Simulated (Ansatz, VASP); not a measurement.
# Two plane-wave programs on ZnSe

The input INCAR:

```
PREC     = Accurate       # precision mode
ENCUT    = 520            # plane-wave cutoff, eV
EDIFF    = 1E-7           # SCF threshold, eV
ISMEAR   = 0              # smearing method
SIGMA    = 0.05           # smearing width, eV
LREAL    = F              # projectors in reciprocal space
LASPH    = T              # aspherical terms in the spheres
NELM     = 60             # most SCF steps
ALGO     = Normal         # electronic algorithm
ISIF     = 2              # what is computed and relaxed
LWAVE    = F              # write WAVECAR
LCHARG   = F              # write CHGCAR
GGA      = PE             # functional
NBANDS   = 16             # bands
```

Contents of KPOINTS:

```
regular mesh
0
Gamma
  8 8 8
```

The input POSCAR:

```
ZnSe
1.0
    0.0000000000      3.0951937515      2.6366465291
    3.0951937515      0.0000000000      2.6366465291
    3.0951937515      3.0951937515      0.0000000000
Zn Se
1 1
Direct
    0.0000000000      0.0000000000      0.0000000000
    0.7500000000      0.7500000000      0.7500000000
```

Input for Ansatz:

```yaml
crystal:
  lattice:
    - [0.0, 3.0951937515, 2.6366465291]
    - [3.0951937515, 0.0, 2.6366465291]
    - [3.0951937515, 3.0951937515, 0.0]
  atoms:
    - { symbol: Zn, position: [0.0, 0.0, 0.0] }
    - { symbol: Se, position: [0.75, 0.75, 0.75] }
basis:
  ecutwfc: 420
kpoints:
  mp_grid: { grid: [8, 8, 8] }
hamiltonian:
  xc: pbe
scf:
  occupations: { method: gaussian, width: 0.05 }
output:
  forces: true
  stress: true
  eigenvalues: true
  write_density: true
  write_potential: true
  elf: true
  volumetric_format: npy
```

Change from the starting cell: strain +0.080 along x and y, -0.080 along z, atoms carried along.

Alike in both runs: task single point; functional PBE; k mesh 8 × 8 × 8; occupations gaussian, width 0.05 eV; no spin polarisation.

|  | VASP | Ansatz |
| --- | --- | --- |
| version | VASP 6.6.1 | Ansatz 0.2.0 |
| potentials or method | VASP PAW PBE potentials, release 64 (Zn, Se), cutoff 520 eV | scalar-relativistic, plane waves, PAW |
| valence electrons in the cell | 18 | 28 |

Ansatz gave:

```
gap on the k mesh at the Fermi level (eV)                     : 0.54
least direct gap on the mesh (eV)                             : 0.54
pressure (GPa)                                                : -3.7
traceless stress, the component that is largest in VASP (GPa) : 2.92
```

Task: Estimate VASP's values.

Result: gap on the k mesh at the Fermi level (eV): 0.54; least direct gap on the mesh (eV): 0.54; pressure (GPa): -3.6; traceless stress, the component that is largest in VASP (GPa): 2.90.

VASP's potentials hold 18 valence electrons a cell and Ansatz's 28, so a difference there can come from the potentials and not from the codes.
